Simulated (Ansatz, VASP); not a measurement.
**TaSi3: VASP beside Ansatz**

Contents of INCAR:

```
SYSTEM = TaSi3
PREC = Accurate ; ENCUT = 500
EDIFF = 1E-6 ; ISMEAR = 0
SIGMA = 0.1 ; LREAL = .False.
LASPH = .True. ; NELM = 120
ALGO = Normal ; ISIF = 2
LWAVE = .False. ; LCHARG = .False.
GGA = PE ; NBANDS = 20
GGA_COMPAT = .False.
```

The input KPOINTS:

```
Automatic mesh
0
Gamma
  4 4 4
  0 0 0
```

Contents of POSCAR:

```
TaSi3
1.0
    4.0087369600      0.0000000000      0.0000000000
    0.0000000000      4.0087369600      0.0000000000
    0.0000000000      0.0000000000      4.0087369600
Ta Si
1 3
Direct
    0.5000000000      0.5000000000      0.5000000000
    0.5000000000      0.0000000000      0.0000000000
    0.0000000000      0.5000000000      0.0000000000
    0.0000000000      0.0000000000      0.5000000000
```

Input for Ansatz:

```yaml
crystal:
  lattice:
    - [4.00873696, 0.0, 0.0]
    - [0.0, 4.00873696, 0.0]
    - [0.0, 0.0, 4.00873696]
  atoms:
    - { symbol: Ta, position: [0.5, 0.5, 0.5] }
    - { symbol: Si, position: [0.5, 0.0, 0.0] }
    - { symbol: Si, position: [0.0, 0.5, 0.0] }
    - { symbol: Si, position: [0.0, 0.0, 0.5] }
basis:
  ecutwfc: 420
kpoints:
  mp_grid: { grid: [4, 4, 4] }
hamiltonian:
  xc: pbe
scf:
  occupations: { method: gaussian, width: 0.1 }
  lower_state_search: "off"
output:
  forces: true
  stress: true
  eigenvalues: true
```

Change from the starting cell: species swapped into the LiIn3 type (Pm-3m, No. 221).

Alike in both runs: task single point; functional PBE; k mesh 4 × 4 × 4; occupations gaussian, width 0.1 eV; no spin polarisation.

```csv
,VASP,Ansatz
version,VASP 6.6.1,Ansatz 0.2.0
potentials or method,"VASP PAW PBE potentials, release 64 (Ta_pv, Si), cutoff 500 eV","scalar-relativistic, plane waves, PAW"
valence electrons in the cell,23,25
```

```csv
,VASP,Ansatz,Ansatz less VASP
gap on the k mesh at the Fermi level (eV),none,none,-
pressure (GPa),-10.7,-10.8,-0.03
```

A gap of «none» marks a metal or a gap that the smearing closes. VASP's potentials hold 23 valence electrons a cell and Ansatz's 25, so a difference there can come from the potentials and not from the codes.

The k mesh is coarse, so the values compare programs but aren't converged. Neither program's run includes spin-orbit coupling.
